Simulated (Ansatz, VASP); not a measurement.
**Rb: VASP beside Ansatz**

File INCAR:

```
SYSTEM = Rb
PREC     = Accurate       ! precision mode
ENCUT    = 520            ! plane-wave cutoff, eV
EDIFF    = 1E-7           ! SCF threshold, eV
ISMEAR   = 1              ! smearing method
SIGMA    = 0.05           ! smearing width, eV
LREAL    = .FALSE.        ! projectors in reciprocal space
LASPH    = .TRUE.         ! aspherical terms in the spheres
NELM     = 80             ! most SCF steps
ALGO     = Normal         ! electronic algorithm
ISIF     = 2              ! what is computed and relaxed
LWAVE    = .FALSE.        ! write WAVECAR
LCHARG   = .FALSE.        ! write CHGCAR
LDIPOL   = .TRUE.       
IDIPOL   = 3            
DIPOL    = 0.5 0.5 0.500
GGA      = PS             ! functional
NBANDS   = 30             ! bands
```

File KPOINTS:

```
Automatic mesh
0
G
  2 4 1
  0 0 0
```

Contents of POSCAR:

```
Rb
1.0
    8.0465324364      0.0000000000      0.0000000000
   -0.3160585327      4.9815567252      0.0000000000
    0.0000000000      0.0000000000     25.5151340432
Rb
5
Direct
    0.0000000000      0.0000000000      0.3135394071
    0.4861834529      0.6482446039      0.4067697036
    0.9723669058      0.2964892077      0.5000000000
    0.4585503587      0.9447338116      0.5932302964
    0.9447338116      0.5929784155      0.6864605929
```

Input for Ansatz:

```yaml
crystal:
  lattice:
    - [8.046532436422536, 0.0, 0.0]
    - [-0.31605853270265144, 4.9815567252221316, 0.0]
    - [0.0, -0.0, 25.515134043167905]
  atoms:
    - { symbol: Rb, position: [0.0, 0.0, 0.3135394071011017] }
    - { symbol: Rb, position: [0.4861834529035894, 0.6482446038714524, 0.40676970355055087] }
    - { symbol: Rb, position: [0.9723669058071788, 0.29648920774290477, 0.5] }
    - { symbol: Rb, position: [0.45855035871076794, 0.9447338116143569, 0.5932302964494491] }
    - { symbol: Rb, position: [0.9447338116143575, 0.5929784154858095, 0.6864605928988983] }
basis:
  ecutwfc: 420.0
kpoints:
  mp_grid:
    grid: [2, 4, 1]
hamiltonian:
  xc: pbesol
efield:
  axis: 3
  dipole_correction: true
scf:
  occupations:
    method: methfessel_paxton
    width: 0.05
output:
  write_potential: true
  forces: true
```

Alike in both runs: task single point; functional PBEsol; k mesh 2 × 4 × 1; occupations methfessel-paxton of order 1, width 0.05 eV; no spin polarisation.

|  | VASP | Ansatz |
| --- | --- | --- |
| version | VASP 6.6.1 | Ansatz 0.2.0 |
| potentials or method | VASP PAW PBE potentials, release 64 (Rb_sv), cutoff 520 eV | plane waves, PAW |
| valence electrons in the cell | 45 | 45 |

```tsv
	VASP	Ansatz	Ansatz less VASP
gap on the k mesh at the Fermi level (eV)	none	none	-
rms of the force components (eV/Å)	0.032	0.033	+0.0001
```

VASP's potentials were made for PBE, not for PBEsol. Atom by atom the forces differ by 0.000 eV/Å (rms over components). A gap of «none» marks a metal or a gap that the smearing closes. The functional is the same, so the differences come from potentials, cutoffs and numerics. Ansatz's warnings: vacuum density over bound, xc potential rough in thin density.

The k mesh is coarse, so the values compare programs but aren't converged.
